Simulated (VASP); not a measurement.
Set up this calculation in VASP 6.6.1, as the native input.

| Property | Result |
| --- | --- |
| Task | single point |
| Functional | LDA |
| Potentials or basis | VASP PAW LDA potentials, release 64 (Sn_d, O) |
| Cutoff | 520 eV |
| k mesh | 8 × 6 × 6 |
| Occupations | gaussian, width 0.05 eV |
| Spin | no spin polarisation |
| Dipole correction | no |
| Further INCAR settings | ALGO = Normal; EDIFF = 1e-06; NBANDS = 28 |

The structure of SnO lies in POSCAR:

```
SnO
1.0
    3.3550050000      0.0000000000      0.0000000000
    0.0000000000      5.6741040000      0.0000000000
    0.0000000000      0.0000000000      4.2219700000
Sn O
2 2
Direct
    0.0000000000      0.2319090000      0.6197293144
    0.5000000000      0.7680910000      0.0131440000
    0.0000000000      0.8912500000      0.7368570000
    0.5000000000      0.1087500000      0.2368570000
```

This cell differs from its parent crystal: atom 1 (Sn) moved by (+0.000, +0.450) A along [1 1 0] and z.

One way to write it, as run:

INCAR

```
PREC = Accurate
ENCUT = 520
EDIFF = 1E-6
ISMEAR = 0
SIGMA = 0.05
LREAL = F
LASPH = T
NELM = 60
ALGO = Normal
ISIF = 2
LWAVE = F
LCHARG = F
NBANDS = 28
```

KPOINTS

```
regular mesh
0
Gamma
  8 6 6
```

Potentials or basis: VASP PAW LDA potentials, release 64 (Sn_d, O).

Command:

```console
$ cat potpaw_LDA.64/Sn_d/POTCAR potpaw_LDA.64/O/POTCAR > POTCAR
$ mpirun -np 1 vasp_std > vasp.out
```

Results of the run:

* Pressure: -6.2 GPa
* Largest force: 2.093 eV/Å
* Band gap on the k mesh: 0.96 eV (least direct gap 1.43 eV)

Caveat: the cell differs from its parent crystal (atom 1 (Sn) moved by (+0.000, +0.450) A along [1 1 0] and z); the cell stands under tension; spin-orbit coupling is left out, which moves the levels of the heavy elements; forces of over 1 eV/Å act on the atoms, so gaps and moduli don't describe the material at rest.

It took 4.5 min on 1 thread of Intel Xeon 8259CL (shared host), peak memory 0.29 GiB.
